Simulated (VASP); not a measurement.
# HfSi (rocksalt type) (Fm-3m) in VASP: further runs

Runs on HfSi (rocksalt type). Level: PBEsol. Tasks: single point.

Program: VASP 6.6.1. These are calculated values, not measurements. Logs are shortened: lines on timing, memory, paths and dates and some standing lists are left out, and cuts for length are marked.

## 1. The cell of the first run

It takes space group Fm-3m (No. 225, cubic). Conventional cell: a = 4.412 Å, b = 4.412 Å, c = 4.412 Å, α = 90.00°, β = 90.00°, γ = 90.00°. Hf (site symmetry m-3m) has 6 Si at 2.21 Å within 2.9 Å. Within 2.9 Å of Si (site symmetry m-3m) lie 6 Hf at 2.21 Å.

## 2. Single point, PBEsol (volume scaled by 0.578, to set the pressure)

The input, INCAR:

```
  ALGO = Normal
  EDIFF = 1E-6
  ENCUT = 500
  GGA = PS
  GGA_COMPAT = False
  ISIF = 2
  ISMEAR = -1
  LASPH = True
  LCHARG = False
  LREAL = False
  LWAVE = False
  NBANDS = 14
  NELM = 120
  PREC = Accurate
  SIGMA = 0.1
```

The input, KPOINTS:

```
k-points
0
Gamma
  15 15 15
```

The input, POSCAR:

```
HfSi
1.0
    0.0000000000      2.2058522990      2.2058522990
    2.2058522990      0.0000000000      2.2058522990
    2.2058522990      2.2058522990      0.0000000000
Hf Si
1 1
Direct
    0.0000000000      0.0000000000      0.0000000000
    0.5000000000      0.5000000000      0.5000000000
```

Potentials or basis: VASP PAW PBE potentials, release 64 (Hf_pv, Si).

Run with:

```bash
$ cat potpaw_PBE.64/Hf_pv/POTCAR potpaw_PBE.64/Si/POTCAR > POTCAR
$ mpirun -np 1 vasp_std > vasp.out
```

OUTCAR:

```text
EDIFF = 1E-6
   ENCUT = 500
   GGA = PS
   ISIF = 2
   ISMEAR = -1
   LASPH = True
   LREAL = False
   NELM = 120
   PREC = Accurate

 ion  position               nearest neighbor table
   1  0.000  0.000  0.000-   2 2.21   2 2.21   2 2.21   2 2.21   2 2.21   2 2.21
   2  0.500  0.500  0.500-   1 2.21   1 2.21   1 2.21   1 2.21   1 2.21   1 2.21

  LATTYP: Found a face centered cubic cell.
 ALAT       =     4.4117045980

  Lattice vectors:

 A1 = (   0.0000000000,   2.2058522990,   2.2058522990)
 A2 = (   2.2058522990,   0.0000000000,   2.2058522990)
 A3 = (   2.2058522990,   2.2058522990,   0.0000000000)

Analysis of symmetry for initial positions (statically):
=====================================================================
 Subroutine PRICEL returns:
 Original cell was already a primitive cell.

 Routine SETGRP: Setting up the symmetry group for a
 face centered cubic supercell.

 Subroutine GETGRP returns: Found 48 space group operations
 (whereof 48 operations were pure point group operations)
 out of a pool of 48 trial point group operations.

The static configuration has the point symmetry O_h .

Analysis of symmetry for dynamics (positions and initial velocities):
=====================================================================
 Subroutine PRICEL returns:
 Original cell was already a primitive cell.

 Routine SETGRP: Setting up the symmetry group for a
 face centered cubic supercell.

 Subroutine GETGRP returns: Found 48 space group operations
 (whereof 48 operations were pure point group operations)
 out of a pool of 48 trial point group operations.

The dynamic configuration has the point symmetry O_h .

 Subroutine INISYM returns: Found 48 space group operations
 (whereof 48 operations are pure point group operations),
 and found     1 'primitive' translations

----------------------------------------------------------------------------------------

                                     Primitive cell

  volume of cell :      21.4664

  direct lattice vectors                    reciprocal lattice vectors
     0.000000000  2.205852299  2.205852299    -0.226669755  0.226669755  0.226669755
     2.205852299  0.000000000  2.205852299     0.226669755 -0.226669755  0.226669755
     2.205852299  2.205852299  0.000000000     0.226669755  0.226669755 -0.226669755

  length of vectors
     3.119546238  3.119546238  3.119546238     0.392603532  0.392603532  0.392603532

  position of ions in fractional coordinates (direct lattice)
     0.000000000  0.000000000  0.000000000
     0.500000000  0.500000000  0.500000000

  ion indices of the primitive-cell ions
   primitive index   ion index
                 1           1
                 2           2

----------------------------------------------------------------------------------------

 KPOINTS: k-points

Automatic generation of k-mesh.
 Grid dimensions read from file:
 generate k-points for:   15   15   15

 Generating k-lattice:

  Cartesian coordinates                     Fractional coordinates (reciprocal lattice)
    -0.015111317  0.015111317  0.015111317     0.066666667  0.000000000  0.000000000
     0.015111317 -0.015111317  0.015111317     0.000000000  0.066666667  0.000000000
     0.015111317  0.015111317 -0.015111317     0.000000000  0.000000000  0.066666667

  Length of vectors
     0.026173569  0.026173569  0.026173569

  Shift w.r.t. Gamma in fractional coordinates (k-lattice)
     0.000000000  0.000000000  0.000000000

 Subroutine IBZKPT returns following result:
 ===========================================

 Found    120 irreducible k-points:

 Following reciprocal coordinates:
            Coordinates               Weight
  0.000000  0.000000  0.000000      1.000000
  0.066667  0.000000  0.000000      8.000000
  0.133333  0.000000  0.000000      8.000000
  0.200000  0.000000  0.000000      8.000000
  0.266667  0.000000  0.000000      8.000000
  0.333333  0.000000  0.000000      8.000000
[... 16 lines left out ...]
  0.133333  0.133333  0.000000      6.000000
  0.200000  0.133333  0.000000     24.000000
 [... further k-points ...]
   k-points           NKPTS =    120   k-points in BZ     NKDIM =    120   number of bands    NBANDS=     14
   number of dos      NEDOS =    301   number of ions     NIONS =      2
   total plane-waves  NPLWV =  13824
   dimension x,y,z NGX =    24 NGY =   24 NGZ =   24
   dimension x,y,z NGXF=    48 NGYF=   48 NGZF=   48
   ions per type =               1   1
   NGX,Y,Z   is equivalent  to a cutoff of  12.79, 12.79, 12.79 a.u.
   NGXF,Y,Z  is equivalent  to a cutoff of  25.58, 25.58, 25.58 a.u.
 SYSTEM =  unknown system
   PREC   = accura    normal or accurate (medium, high low for compatibility)
   ISTART =      0    job   : 0-new  1-cont  2-samecut
   ICHARG =      2    charge: 1-file 2-atom 10-const
   ISPIN  =      1    spin polarized calculation?
   LNONCOLLINEAR =      F non collinear calculations
   LSORBIT =      F    spin-orbit coupling
   LASPH  =      T    aspherical Exc in radial PAW
   ENCUT  =  500.0 eV  36.75 Ry    6.06 a.u.   5.69  5.69  5.69*2*pi/ulx,y,z
   NELM   =    120;   NELMIN=  2; NELMDL= -5     # of ELM steps
   EDIFF  = 0.1E-05   stopping-criterion for ELM
   LREAL  =      F    real-space projection
   EDIFFG = 0.1E-04   stopping-criterion for IOM
   NSW    =      0    number of steps for IOM
   IBRION =     -1    ionic relax: 0-MD 1-quasi-New 2-CG
   NFREE  =      0    steps in history (QN), initial steepest desc. (CG)
   ISIF   =      2    stress and relaxation
   ISYM   =      2    0-nonsym 1-usesym 2-fastsym
   POTIM  = 0.5000    time-step for ionic-motion
   TEBEG  =    0.0;   TEEND  =   0.0 temperature during run
   PSTRESS=    0.0 pullay stress
   NELECT =      14.0000    total number of electrons
   NUPDOWN=      -1.0000    fix difference up-down
   EMIN   =  10.00;   EMAX   =-10.00  energy-range for DOS
   EFERMI =   0.00;   METHOD = LEGACY
   ISMEAR =    -1;   SIGMA  =   0.10  broadening in eV -4-tet -1-fermi 0-gaus
   EFERMI_NEDOS =   21; number of points for ismear=-14 and -15
   IALGO  =     38    algorithm
   IMIX   =      4    mixing-type and parameters
     AMIX     =   0.40;   BMIX     =  1.00
     AMIX_MAG =   1.60;   BMIX_MAG =  1.00
  volume/ion in A,a.u.               =      10.73        72.43
  Fermi-wavevector in a.u.,A,eV,Ry     =   1.419704  2.682851 27.423344  2.015559
  Thomas-Fermi vector in A             =   2.540696
   LORBIT       =      0    0 simple, 1 ext, 2 COOP (PROOUT), +10 PAW based schemes
   GGA     = PS    functional components
   LHFCALC =     F    Hartree Fock is set to
   AEXX    =    0.0000 exact exchange contribution
   IVDW    =     0    specifies the selected vdW correction
   LEPSILON=     F    determine dielectric tensor
   LRPA    =     F    only Hartree local field effects (RPA)
 non-spin polarized calculation
  energy-cutoff  :      500.00
  volume of cell :       21.47
 maximum number of plane-waves:       560
   NGX = 11   NGY = 11   NGZ = 11

 number of electron      14.0000001 magnetization

 Free energy of the ion-electron system (eV)
  ---------------------------------------------------
  ext. energy  EPLUGINS =         0.00000000
  ---------------------------------------------------
  free energy    TOTEN  =       -11.33566115 eV

  energy without entropy =      -11.32364963  energy(sigma->0) =      -11.32965539

 E-fermi :  11.7942     XC(G=0): -13.8344

 val. band max:       11.7762497057   @ k =   0.2667   0.1333   0.0667
 cond. band min:      11.8282207007   @ k =   0.4000   0.3333   0.0667
 fundamental gap:      0.0519709950
 Fermi energy:        11.7942018515

 k-point     1 :       0.0000    0.0000    0.0000
  band No.  band energies     occupation
      1     -16.9377      2.00000
      2     -16.9377      2.00000
      3     -16.9377      2.00000
      4      -1.1794      2.00000
      5      10.6698      1.99997
      6      10.6698      1.99997
      7      10.6698      1.99997
      8      12.5145      0.00149
      9      12.5145      0.00149
     10      16.9668      0.00000
     11      16.9668      0.00000
     12      16.9668      0.00000
     13      20.7488      0.00000
     14      27.2970      0.00000

 k-point     2 :       0.0667    0.0000    0.0000
  band No.  band energies     occupation
      1     -17.0108      2.00000
      2     -16.9458      2.00000
      3     -16.9458      2.00000
      4      -0.9966      2.00000
      5      10.4195      2.00000
      6      10.7360      1.99995
      7      10.7360      1.99995
      8      12.2311      0.02502
      9      12.2311      0.02502
     10      16.9133      0.00000
     11      17.5156      0.00000
     12      17.5156      0.00000
     13      21.1642      0.00000
     14      27.2991      0.00000

 k-point     3 :       0.1333    0.0000    0.0000
  band No.  band energies     occupation
      1     -17.2116      2.00000
      2     -16.9685      2.00000
      3     -16.9685      2.00000
      4      -0.4740      2.00000
      5       9.7996      2.00000
      6      10.6676      1.99997
      7      10.6676      1.99997
      8      11.9676      0.30022
      9      11.9676      0.30022
     10      16.7234      0.00000
     11      18.8348      0.00000
     12      18.8348      0.00000
     13      22.3606      0.00000
     14      27.3011      0.00000
[... 324 lines left out ...]
 k-point    23 :       0.1333    0.1333    0.0000
  band No.  band energies     occupation
      1     -17.2086      2.00000
      2     -17.0230      2.00000
      3     -17.0230      2.00000
      4      -0.2579      2.00000
      5       9.6999      2.00000
      6      10.1384      2.00000
      7      11.0063      1.99924
      8      11.0063      1.99924
      9      12.8607      0.00005
     10      17.9220      0.00000
     11      17.9220      0.00000
     12      19.4615      0.00000
     13      22.7432      0.00000
     14      27.3016      0.00000

 k-point    24 :       0.2000    0.1333    0.0000
  band No.  band energies     occupation
      1     -17.3898      2.00000
      2     -17.0657      2.00000
      3     -17.0546      2.00000
      4       0.3066      2.00000
      5       9.1783      2.00000
      6       9.3508      2.00000
      7      10.9932      1.99934
      8      11.3707      1.97146
      9      13.1244      0.00000
     10      18.0482      0.00000
     11      18.7699      0.00000
     12      20.7492      0.00000
     13      23.9816      0.00000
     14      27.2972      0.00000

 [... further k-points ...]
[... 5 lines left out ...]
  --------------------------------------------------------------------------------------
  -------------------------------------------------------------------------------------
  Total       25.8201914     25.8201914     25.8201914      0.0000000      0.0000000     -0.0000000
  in kB     1927.1288675   1927.1288675   1927.1288675      0.0000000      0.0000000     -0.0000000
  external PRESSURE =    1927.1288675 kB  Pullay stress =       0.0000000 kB

 VOLUME and BASIS-vectors are now :
 -----------------------------------------------------------------------------
  energy-cutoff  :      500.00
  volume of cell :       21.47
      direct lattice vectors                 reciprocal lattice vectors
     0.000000000  2.205852299  2.205852299    -0.226669755  0.226669755  0.226669755
     2.205852299  0.000000000  2.205852299     0.226669755 -0.226669755  0.226669755
     2.205852299  2.205852299  0.000000000     0.226669755  0.226669755 -0.226669755

 POSITION                                       TOTAL-FORCE (eV/Angst)
 -----------------------------------------------------------------------------------
      0.00000      0.00000      0.00000        -0.000000     -0.000000     -0.000000
      2.20585      2.20585      2.20585         0.000000      0.000000      0.000000
 -----------------------------------------------------------------------------------
    total drift:                                0.000000     -0.000000     -0.000000

  FREE ENERGIE OF THE ION-ELECTRON SYSTEM (eV)
  ---------------------------------------------------
  free  energy   TOTEN  =       -11.3356611543 eV

  energy  without entropy=      -11.3236496290  energy(sigma->0) =      -11.32965539
```

It took 46 s on 1 thread of Intel Xeon Platinum 8488C (Sapphire Rapids), shared host; peak memory 0.16 GiB.

Results:

| Quantity | Value |
| --- | --- |
| Free energy | -11.3357 eV |
| Pressure | 192.7 GPa |
| Band gap on the k mesh | zero (band 7 reaches 14.25 eV, above the bottom of band 8 at 11.01 eV) |

Caveat: the cell differs from its parent crystal (volume scaled by 0.578, to set the pressure); the PAW data sets were made with another functional, which shifts forces and pressure a little; spin-orbit coupling is left out, which moves the levels of the heavy elements.

(Continued in part 2 of 2.)
